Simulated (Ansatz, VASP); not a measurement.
# One calculation of AlBAs2, two programs

INCAR

```
  PREC = Accurate
  ENCUT = 600
  EDIFF = 1E-6
  ISMEAR = 0
  SIGMA = 0.1
  LREAL = F
  LASPH = T
  NELM = 100
  ALGO = Normal
  ISIF = 3
  LWAVE = F
  LCHARG = F
  GGA = PE
  IBRION = 2
  NSW = 90
  EDIFFG = -0.04
```

KPOINTS

```
regular mesh
0
Gamma
  6 6 4
```

Contents of POSCAR:

```
AlBAs2
1.0
    3.6904005400      0.0000000000      0.0000000000
    0.0000000000      3.6904005400      0.0000000000
    0.0000000000      0.0000000000      5.2190144900
Al B As
1 1 2
Direct
    0.0000000000      0.0000000000      0.0000000000
    0.5000000000      0.5000000000      0.5000000000
    0.5000000000      0.0000000000      0.7500000000
    0.0000000000      0.5000000000      0.2500000000
```

Input for Ansatz:

```yaml
crystal:
  lattice:
    - [3.69040054, 0.0, 0.0]
    - [0.0, 3.69040054, 0.0]
    - [0.0, 0.0, 5.21901449]
  atoms:
    - { symbol: Al, position: [0.0, 0.0, 0.0] }
    - { symbol: B, position: [0.5, 0.5, 0.5] }
    - { symbol: As, position: [0.5, 0.0, 0.75] }
    - { symbol: As, position: [0.0, 0.5, 0.25] }
basis:
  ecutwfc: 420
kpoints:
  mp_grid: { grid: [6, 6, 4] }
hamiltonian:
  xc: pbe
scf:
  occupations: { method: gaussian, width: 0.1 }
  lower_state_search: "off"
output:
  forces: true
  stress: true
  eigenvalues: true
relax:
  adjacent_minimum: "off"
  f_tol: 0.04
  max_steps: 70
  cell: { stress_tol: 0.4 }
```

Alike in both runs: task relaxation of cell and atoms; functional PBE; k mesh 6 × 6 × 4; occupations gaussian, width 0.1 eV; no spin polarisation.

|  | VASP | Ansatz |
| --- | --- | --- |
| version | VASP 6.6.1 | Ansatz 0.2.0 |
| potentials or method | VASP PAW PBE potentials, release 64 (Al, B, As), cutoff 600 eV | scalar-relativistic, plane waves, PAW |
| valence electrons in the cell | 16 | 36 |

```tsv
	VASP	Ansatz	Ansatz less VASP
gap on the k mesh at the Fermi level, each at its own relaxed structure (eV)	0.63	0.63	+0.006
relaxed volume (Å³/atom)	18.52	18.49	-0.037
relaxed cell length with the largest relative difference (Å)	3.686	3.683	-0.0030
```

VASP's potentials hold 16 valence electrons a cell and Ansatz's 36, so a difference there can come from the potentials and not from the codes.
